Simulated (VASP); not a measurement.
# Ag (Fd-3m) in VASP: a series of runs, part 2 of 2

VASP 6.6.1.

### Step 3. Relaxation of cell and atoms, r2SCAN, target pressure 30 GPa, at which the enthalpy is minimised

File POSCAR:

```
Ag
1.0
    0.0000000000      2.8100000000      2.8100000000
    2.8100000000      0.0000000000      2.8100000000
    2.8100000000      2.8100000000      0.0000000000
Ag
2
Direct
    0.0000000000      0.0000000000      0.0000000000
    0.2500000000      0.2500000000      0.2500000000
```

File INCAR.step1:

```
  ALGO = Normal
  EDIFF = 1E-4
  ENCUT = 600
  GGA = PE
  ISMEAR = -1
  LASPH = T
  LCHARG = F
  LREAL = F
  LWAVE = T
  NELM = 60
  PREC = Accurate
  SIGMA = 0.1
```

File INCAR.step2:

```
  ALGO = Normal
  EDIFF = 1E-6
  EDIFFG = -0.02
  ENCUT = 600
  IBRION = 2
  ISIF = 3
  ISMEAR = -1
  ISTART = 1
  LASPH = T
  LCHARG = F
  LMIXTAU = T
  LREAL = F
  LWAVE = F
  METAGGA = R2SCAN
  NELM = 60
  NSW = 80
  PREC = Accurate
  PSTRESS = 300.0
  SIGMA = 0.1
```

File KPOINTS:

```
k-points
0
Gamma
  8 8 8
```

Potentials or basis: VASP PAW PBE potentials, release 64 (Ag).

Command:

```console
cat potpaw_PBE.64/Ag/POTCAR > POTCAR
cp INCAR.step1 INCAR
mpirun -np 1 vasp_std > vasp.out
cp INCAR.step2 INCAR
mpirun -np 1 vasp_std > vasp.out
```

OUTCAR:

```text
EDIFF = 1E-6
   EDIFFG = -0.02
   ENCUT = 600
   IBRION = 2
   ISIF = 3
   ISMEAR = -1
   ISTART = 1
   LASPH = T
   LREAL = F
   METAGGA = R2SCAN
   NELM = 60
   NSW = 80
   PREC = Accurate
   PSTRESS = 300.0

 ion  position               nearest neighbor table
   1  0.000  0.000  0.000-   2 2.43   2 2.43   2 2.43   2 2.43
   2  0.250  0.250  0.250-   1 2.43   1 2.43   1 2.43   1 2.43

  LATTYP: Found a face centered cubic cell.
 ALAT       =     5.6200000000

  Lattice vectors:

 A1 = (   0.0000000000,   2.8100000000,   2.8100000000)
 A2 = (   2.8100000000,   0.0000000000,   2.8100000000)
 A3 = (   2.8100000000,   2.8100000000,   0.0000000000)

Analysis of symmetry for initial positions (statically):
=====================================================================
 Subroutine PRICEL returns:
 Original cell was already a primitive cell.

 Routine SETGRP: Setting up the symmetry group for a
 face centered cubic supercell.

 Subroutine GETGRP returns: Found 48 space group operations
 (whereof 24 operations were pure point group operations)
 out of a pool of 48 trial point group operations.

The static configuration has the point symmetry T_d .
 The point group associated with its full space group is O_h .

Analysis of symmetry for dynamics (positions and initial velocities):
=====================================================================
 Subroutine PRICEL returns:
 Original cell was already a primitive cell.

 Routine SETGRP: Setting up the symmetry group for a
 face centered cubic supercell.

 Subroutine GETGRP returns: Found 48 space group operations
 (whereof 24 operations were pure point group operations)
 out of a pool of 48 trial point group operations.

The dynamic configuration has the point symmetry T_d .
 The point group associated with its full space group is O_h .

 Subroutine INISYM returns: Found 48 space group operations
 (whereof 24 operations are pure point group operations),
 and found     1 'primitive' translations

[... 128 lines left out ...]
  volume of cell :       44.38
 maximum number of plane-waves:      1494
   NGX = 15   NGY = 15   NGZ = 15

--------------------------------------- Ionic step        1  -------------------------------------------

 number of electron      22.0000005 magnetization

 Free energy of the ion-electron system (eV)
  ---------------------------------------------------
  ext. energy  EPLUGINS =         0.00000000
  ---------------------------------------------------
  free energy    TOTEN  =       -40.42856647 eV

  energy without entropy =      -40.41215538  energy(sigma->0) =      -40.42036093

------------------------ aborting loop because EDIFF is reached ----------------------------------------

  FORCE on cell =-STRESS in cart. coord.  units (eV):
  Direction    XX          YY          ZZ          XY          YZ          ZX
  --------------------------------------------------------------------------------------
  -------------------------------------------------------------------------------------
  Total        5.1788771      5.1788771      5.1788771      0.0000000     -0.0000000      0.0000000
  in kB      186.9808924    186.9808924    186.9808924      0.0000000     -0.0000000      0.0000000
  external PRESSURE =    -113.0191076 kB  Pullay stress =     300.0000000 kB
[... 101 lines left out ...]
--------------------------------------- Ionic step        4  -------------------------------------------

 number of electron      21.9999998 magnetization

 Free energy of the ion-electron system (eV)
  ---------------------------------------------------
  ext. energy  EPLUGINS =         0.00000000
  ---------------------------------------------------
  free energy    TOTEN  =       -39.95860095 eV

  energy without entropy =      -39.94349979  energy(sigma->0) =      -39.95105037

 E-fermi :   6.1339     XC(G=0): -11.4557

 val. band max:        5.9173306230   @ k =  -0.3750   0.3750   0.1250
 cond. band min:       6.1615158583   @ k =   0.5000   0.1250   0.0000
 fundamental gap:      0.2441852354
 Fermi energy:         6.1339171034

 k-point     1 :       0.0000    0.0000    0.0000
  band No.  band energies     occupation
      1      -0.5324      2.00000
      2      -0.2269      2.00000
      3      -0.2269      2.00000
      4      -0.0749      2.00000
      5      -0.0749      2.00000
      6      -0.0749      2.00000
      7       2.1149      2.00000
      8       2.1149      2.00000
      9       2.1149      2.00000
     10       3.2943      2.00000
     11       3.2943      2.00000
     12      17.9139      0.00000
     13      17.9139      0.00000
     14      17.9139      0.00000
[... 401 lines left out ...]
      2      -0.5093      2.00000
      3       0.0684      2.00000
      4       0.4347      2.00000
      5       0.7452      2.00000
      6       0.8148      2.00000
      7       1.8615      2.00000
      8       2.0144      2.00000
      9       3.3788      2.00000
     10       3.4304      2.00000
     11       5.6485      1.98453
     12       5.7646      1.95145
     13      10.9924      0.00000
     14      11.8942      0.00000
     15      16.7594      0.00000

 [... further k-points ...]
[... 5 lines left out ...]
  --------------------------------------------------------------------------------------
  -------------------------------------------------------------------------------------
  Total        7.6881597      7.6881597      7.6881597      0.0000000     -0.0000000      0.0000000
  in kB      298.7791870    298.7791870    298.7791870      0.0000000     -0.0000000      0.0000000
  external PRESSURE =      -1.2208130 kB  Pullay stress =     300.0000000 kB
[... 21 lines left out ...]
  energy  without entropy=      -39.9434997950  energy(sigma->0) =      -39.95105037

  enthalpy is  TOTEN    =       -32.2390273590 eV   P V=        7.7195735909

 reached required accuracy - stopping structural energy minimisation
```

OUTCAR.step1:

```text
EDIFF = 1E-4
   ENCUT = 600
   GGA = PE
   ISMEAR = -1
   LASPH = T
   LREAL = F
[... 652 lines left out ...]
 -----------------------------------------------------------------------------------
      0.00000      0.00000      0.00000         0.000000      0.000000      0.000000
      1.40500      1.40500      1.40500        -0.000000     -0.000000     -0.000000
 -----------------------------------------------------------------------------------
    total drift:                               -0.000000      0.000000      0.000000

  FREE ENERGIE OF THE ION-ELECTRON SYSTEM (eV)
  ---------------------------------------------------
  free  energy   TOTEN  =        -3.1424724525 eV

  energy  without entropy=       -3.1256196248  energy(sigma->0) =       -3.13404604
```

OSZICAR.step1:

```text
N       E                     dE             d eps       ncg     rms          rms(c)
DAV:   1     0.136850070268E+03    0.13685E+03   -0.12496E+04   870   0.155E+03
DAV:   2    -0.167547902606E+01   -0.13853E+03   -0.13325E+03   898   0.304E+02
DAV:   3    -0.346018601398E+01   -0.17847E+01   -0.17820E+01   982   0.418E+01
DAV:   4    -0.346771080103E+01   -0.75248E-02   -0.75246E-02   961   0.253E+00
DAV:   5    -0.346780834077E+01   -0.97540E-04   -0.97540E-04  1045   0.304E-01    0.918E+00
DAV:   6    -0.316714958079E+01    0.30066E+00   -0.10861E+00   968   0.106E+01    0.616E+00
DAV:   7    -0.314805690256E+01    0.19093E-01   -0.14446E-02   919   0.107E+00    0.298E+00
DAV:   8    -0.314244432772E+01    0.56126E-02   -0.12110E-03   961   0.335E-01    0.385E-02
DAV:   9    -0.314247245255E+01   -0.28125E-04   -0.22428E-05   505   0.404E-02
   1 F= -.31424725E+01 E0= -.31340460E+01  d E =-.168528E-01
```

Run time: 90 s. Hardware: 1 thread of Intel Xeon 6975P-C (Granite Rapids), shared host; peak memory 0.21 GiB.

What came out:

```yaml
Free_energy: -39.9586 eV
Relaxed_volume: 20.61 Å³/atom
Relaxed_cell: a = 3.878 Å, b = 3.878 Å, c = 3.878 Å, α = 60.00°, β = 60.00°, γ = 60.00°
Space_group_after_relaxing_to_0.05_Å: Fd-3m (No. 227)
Energy_change_on_relaxing_the_enthalpy_is_what_falls: +235.0 meV/atom
Ionic_steps: 4
Pressure_after_relaxing: 29.9 GPa
Band_gap_on_the_k_mesh: zero (band 11 reaches 7.12 eV, above the bottom of band 12 at 5.60 eV)
```

Step by step:
```tsv
step	energy change (eV)	largest force (eV/Å)	pressure (GPa)	volume (Å³)
1	0.0000	0.0000	18.70	44.38
2	2.2850	0.0000	69.72	35.06
3	0.4453	0.0000	29.31	41.36
4	0.4700	0.0000	29.88	41.23
```

Final structure:
```
Ag
1.0
     0.00000    2.74190    2.74190
     2.74190    0.00000    2.74190
     2.74190    2.74190    0.00000
Ag
2
Direct
  0.00000 0.00000 0.00000
  0.25000 0.25000 0.25000
```

Caveat: the cell is relaxed towards a set pressure, so the enthalpy falls and the energy may rise; the PAW data sets were made with another functional, which shifts forces and pressure a little.

### Step 4. Relaxation of cell and atoms, r2SCAN, target pressure 45 GPa, at which the enthalpy is minimised

POSCAR is that of step 3.

File INCAR.step1:

```
SYSTEM = Ag
PREC     = Accurate       ! precision mode
ENCUT    = 600            ! plane-wave cutoff, eV
ISMEAR   = -1             ! smearing method
SIGMA    = 0.1            ! smearing width, eV
LREAL    = .False.        ! projectors in reciprocal space
LASPH    = .True.         ! aspherical terms in the spheres
NELM     = 100            ! most SCF steps
GGA      = PE             ! functional
ALGO     = Normal         ! electronic algorithm
EDIFF    = 1E-4           ! SCF threshold, eV
LWAVE    = .True.         ! write WAVECAR
LCHARG   = .False.        ! write CHGCAR
```

File INCAR.step2:

```
SYSTEM = Ag
PREC     = Accurate       ! precision mode
ENCUT    = 600            ! plane-wave cutoff, eV
EDIFF    = 1E-7           ! SCF threshold, eV
ISMEAR   = -1             ! smearing method
SIGMA    = 0.1            ! smearing width, eV
LREAL    = .False.        ! projectors in reciprocal space
LASPH    = .True.         ! aspherical terms in the spheres
NELM     = 100            ! most SCF steps
ALGO     = Normal         ! electronic algorithm
ISIF     = 3              ! what is computed and relaxed
LWAVE    = .False.        ! write WAVECAR
LCHARG   = .False.        ! write CHGCAR
METAGGA  = R2SCAN         ! meta-GGA
LMIXTAU  = .True.       
IBRION   = 2              ! ionic algorithm
NSW      = 80             ! ionic steps
EDIFFG   = -0.02          ! ionic threshold
PSTRESS  = 450.0        
ISTART   = 1
```

File KPOINTS:

```
Automatic mesh
0
Gamma
  8 8 8
  0 0 0
```

Command:

```console
cat potpaw_PBE.64/Ag/POTCAR > POTCAR
cp INCAR.step1 INCAR
mpirun -np 1 vasp_std > vasp.out
cp INCAR.step2 INCAR
mpirun -np 1 vasp_std > vasp.out
```

Run time: 2.5 min. Hardware: 1 thread of Intel Xeon 6975P-C (Granite Rapids), shared host; peak memory 0.21 GiB.

It converged, with:

```yaml
Free_energy: -39.2803 eV
Relaxed_volume: 19.14 Å³/atom
Relaxed_cell: a = 3.783 Å, b = 3.783 Å, c = 3.783 Å, α = 60.00°, β = 60.00°, γ = 60.00°
Space_group_after_relaxing_to_0.05_Å: Fd-3m (No. 227)
Energy_change_on_relaxing_the_enthalpy_is_what_falls: +574.1 meV/atom
Ionic_steps: 5
Pressure_after_relaxing: 45.0 GPa
Band_gap_on_the_k_mesh: zero (band 11 reaches 8.15 eV, above the bottom of band 12 at 6.63 eV)
```

Step by step:
```tsv
step	energy change (eV)	largest force (eV/Å)	pressure (GPa)	volume (Å³)
1	0.0000	0.0000	18.70	44.38
2	11.9210	0.0000	282.15	24.85
3	0.8823	0.0000	39.15	39.30
4	1.0414	0.0000	42.68	38.68
5	1.1483	0.0000	45.03	38.29
```

Final structure:
```
CELL_PARAMETERS angstrom
0.00000 2.67512 2.67512
2.67512 0.00000 2.67512
2.67512 2.67512 0.00000
ATOMIC_POSITIONS crystal
Ag 0.00000 0.00000 0.00000
Ag 0.25000 0.25000 0.25000
```

Levels at points of the mesh, in eV from the Fermi level:
| k point | band 9 | band 10 | band 11 | band 12 | band 13 | band 14 |
| --- | --- | --- | --- | --- | --- | --- |
| (0.00, 0.00, 0.00) | -4.23 | -2.87 | -2.87 | 12.36 | 12.36 | 12.36 |
| (0.50, 0.00, 0.00) | -3.03 | -3.03 | -1.85 | -0.47 | 8.66 | 8.66 |
| (0.50, 0.50, 0.00) | -2.81 | -2.81 | 0.44 | 0.44 | 4.05 | 4.05 |

Caveat: the cell is relaxed towards a set pressure, so the enthalpy falls and the energy may rise; the PAW data sets were made with another functional, which shifts forces and pressure a little.

### Step 5. Overview

```csv
cell,gap on the mesh (eV),pressure (GPa)
relaxed to 15 GPa,none,15.0
relaxed to 30 GPa,none,29.9
relaxed to 45 GPa,none,45.0
```

Alike in all rows: task relaxation of cell and atoms; level r2SCAN; potentials or basis VASP PAW PBE potentials, release 64 (Ag); no spin polarisation; k mesh 8 × 8 × 8; cutoff (eV) 600; smearing fermi-dirac 0.1 eV.

Caveats: the cell is relaxed towards a set pressure, so the enthalpy falls and the energy may rise; the PAW data sets were made with another functional, which shifts forces and pressure a little.

Total energies depend on the potentials used, so only differences within one code and one set of settings carry meaning.
